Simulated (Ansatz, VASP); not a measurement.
# One calculation of AgI, two programs

The input INCAR:

```
SYSTEM = AgI
  ALGO = Normal
  EDIFF = 1E-8
  ENCUT = 400
  GGA = PE
  GGA_COMPAT = .False.
  ISIF = 2
  ISMEAR = -1
  LASPH = .True.
  LCHARG = .False.
  LEFG = .True.
  LREAL = .False.
  LWAVE = .False.
  NBANDS = 16
  NELM = 120
  PREC = Accurate
  SIGMA = 0.01
```

Contents of KPOINTS:

```
k-points
0
Gamma
  7 7 7
  0 0 0
```

Contents of POSCAR:

```
AgI
1.0
    0.0000000000      3.2365000000      3.2365000000
    3.2365000000      0.0000000000      3.2365000000
    3.2365000000      3.2365000000      0.0000000000
Ag I
1 1
Direct
    0.0000000000      0.0000000000      0.0000000000
    0.7500000000      0.7500000000      0.7500000000
```

Input for Ansatz:

```yaml
crystal:
  lattice:
    - [0.0, 3.2365, 3.2365]
    - [3.2365, 0.0, 3.2365]
    - [3.2365, 3.2365, 0.0]
  atoms:
    - { symbol: Ag, position: [0.0, 0.0, 0.0] }
    - { symbol: I, position: [0.75, 0.75, 0.75] }
kpoints:
  mp_grid: { grid: [7, 7, 7] }
  band_path:
    path:
      - [0.0, 0.0, 0.0]
      - [-0.5, -0.5, 0.0]
      - [-0.375, -0.375, 0.25]
      - [-0.375, 0.0, 0.375]
      - [0.0, 0.0, 0.0]
      - [0.0, 0.0, 0.5]
      - [-0.5, -0.25, 0.25]
      - [-0.5, -0.5, 0.0]
    npoints: 14
scf:
  occupations: { method: fermi_dirac, width: 0.01 }
hamiltonian:
  xc: pbe
  pseudopotentials: { kind: paw }
output:
  forces: true
  stress: true
  eigenvalues: true
  efg: { contact_densities: true }
  populations: true
  bader: true
  dos: { projected: true, de: 0.2, e_range: [-14, 8] }
  write_density: true
  write_potential: true
  elf: true
  volumetric_format: npy
```

Alike in both runs: task electric field gradients; functional PBE; k mesh 7 × 7 × 7; occupations fermi-dirac, width 0.01 eV; no spin polarisation.

```csv
,VASP,Ansatz
version,VASP 6.6.1,Ansatz 0.2.0
potentials or method,"VASP PAW PBE potentials, release 64 (Ag, I)","PAW with Ansatz's default frozen-core files, scalar-relativistic"
plane-wave cutoff (eV),400,420
valence electrons in the cell,18,36
```

|  | VASP | Ansatz | Ansatz less VASP |
| --- | --- | --- | --- |
| gap on the k mesh at the Fermi level (eV) | 1.34 | 1.34 | -0.002 |
| pressure (GPa) | 2.1 | 2.2 | +0.17 |

VASP's potentials hold 18 valence electrons a cell and Ansatz's 36, so a difference there can come from the potentials and not from the codes.

Spin-orbit coupling is off throughout.
